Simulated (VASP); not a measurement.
Wanted: the native input for a VASP 6.6.1 run.

```
Task                   : single point
Functional             : LDA
Potentials or basis    : VASP PAW LDA potentials, release 64 (Hg_sv_GW)
Cutoff                 : 550 eV
k mesh                 : 15 × 15 × 15
Occupations            : fermi-dirac, width 0.1 eV
Spin                   : no spin polarisation
Dipole correction      : no
Further INCAR settings : ALGO = Normal; EDIFF = 1e-06; NBANDS = 16
```

The structure of Hg lies in POSCAR:

```
Hg
1.0
   -1.4995290052      1.4995290052      1.4995290052
    1.4995290052     -1.4995290052      1.4995290052
    1.4995290052      1.4995290052     -1.4995290052
Hg
1
Direct
    0.0000000000      0.0000000000      0.0000000000
```

These files were run (other wordings do the same):

INCAR

```
SYSTEM = Hg
PREC = Accurate ; ENCUT = 550
EDIFF = 1E-6 ; ISMEAR = -1
SIGMA = 0.1 ; LREAL = .FALSE.
LASPH = .TRUE. ; NELM = 120
ALGO = Normal ; ISIF = 2
LWAVE = .FALSE. ; LCHARG = .FALSE.
GGA = CA ; NBANDS = 16
GGA_COMPAT = .FALSE.
```

KPOINTS

```
Automatic mesh
0
G
  15 15 15
  0 0 0
```

Potentials or basis: VASP PAW LDA potentials, release 64 (Hg_sv_GW).

Command:

```bash
$ cat potpaw_LDA.64/Hg_sv_GW/POTCAR > POTCAR
$ mpirun -np 1 vasp_std > vasp.out
```

Results of the run:

```yaml
Pressure: 135.9 GPa
Band_gap_on_the_k_mesh: zero (bands 10 and 11 overlap by 2.38 eV)
```

Caveat: the cell stands under pressure; spin-orbit coupling is left out, which moves the levels of the heavy elements.

Wall time 20 s on 1 thread of AMD EPYC 7R13 Processor (Zen 3), on a shared host, peak memory 0.12 GiB.
